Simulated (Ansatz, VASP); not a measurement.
**TiSi2 in VASP and in Ansatz**

File INCAR:

```
PREC = Accurate
ENCUT = 520
EDIFF = 1E-7
ISMEAR = -1
SIGMA = 0.08
LREAL = False
LASPH = True
NELM = 100
ALGO = Normal
ISIF = 2
LWAVE = False
LCHARG = False
GGA = PE
NBANDS = 29
```

File KPOINTS:

```
Automatic mesh
0
Gamma
  8 8 8
```

Contents of POSCAR:

```
TiSi2
1.0
   -0.1256925000      4.0540775000      4.1997300000
    2.3225775000     -0.0997200000      4.2257025000
    2.3247300000      4.0822025000     -0.0975675000
Ti Si
2 4
Direct
    0.7500000000      0.7500000000      0.7500000000
    0.5000000000      0.5000000000      0.5000000000
    0.0830000000      0.4170000000      0.0830000000
    0.4170000000      0.0830000000      0.4170000000
    0.1670000000      0.8330000000      0.1670000000
    0.8330000000      0.1670000000      0.8330000000
```

Input for Ansatz:

```yaml
crystal:
  lattice:
    - [-0.1256925, 4.0540775, 4.19973]
    - [2.3225775, -0.09972, 4.2257025]
    - [2.32473, 4.0822025, -0.0975675]
  atoms:
    - { symbol: Ti, position: [0.75, 0.75, 0.75] }
    - { symbol: Ti, position: [0.5, 0.5, 0.5] }
    - { symbol: Si, position: [0.083, 0.417, 0.083] }
    - { symbol: Si, position: [0.417, 0.083, 0.417] }
    - { symbol: Si, position: [0.167, 0.833, 0.167] }
    - { symbol: Si, position: [0.833, 0.167, 0.833] }
kpoints:
  mp_grid: { grid: [8, 8, 8] }
  band_path:
    path:
      - [0.0, 0.0, 0.0]
      - [0.5, 0.5, 0.0]
      - [0.5, 0.0, 0.5]
      - [0.0, 0.0, 0.0]
      - [0.5, 0.0, 0.0]
      - [-0.5, -0.5, -0.5]
      - [0.0, 0.0, 0.0]
      - [0.0, 0.0, -0.5]
      - [0.0, -0.5, 0.0]
    npoints: 5
scf:
  occupations: { method: fermi_dirac, width: 0.08 }
hamiltonian:
  xc: pbe
  pseudopotentials: { kind: all_electron, lapw: { basis_error: 0.0005 } }
output:
  forces: true
  stress: true
  eigenvalues: true
```

Change from the starting cell: equal xy, yz and zx shear strains of -3 %.

Alike in both runs: task single point; functional PBE; k mesh 8 × 8 × 8; occupations fermi-dirac, width 0.08 eV; no spin polarisation.

|  | VASP | Ansatz |
| --- | --- | --- |
| version | VASP 6.6.1 | Ansatz 0.2.0 |
| potentials or method | VASP PAW PBE potentials, release 64 (Ti_sv, Si), cutoff 520 eV | all-electron LAPW, scalar-relativistic |

|  | VASP | Ansatz | Ansatz less VASP |
| --- | --- | --- | --- |
| pressure (GPa) | 2.7 | 2.7 | +0.04 |
| traceless stress, the component that is largest in VASP (GPa) | 4.77 | 4.77 | +0.002 |
| rms of the force components (eV/Å) | 0.177 | 0.177 | -0.0003 |

Atom by atom the forces differ by 0.001 eV/Å (rms over components). Ansatz ran all-electron here, and VASP with PAW potentials.
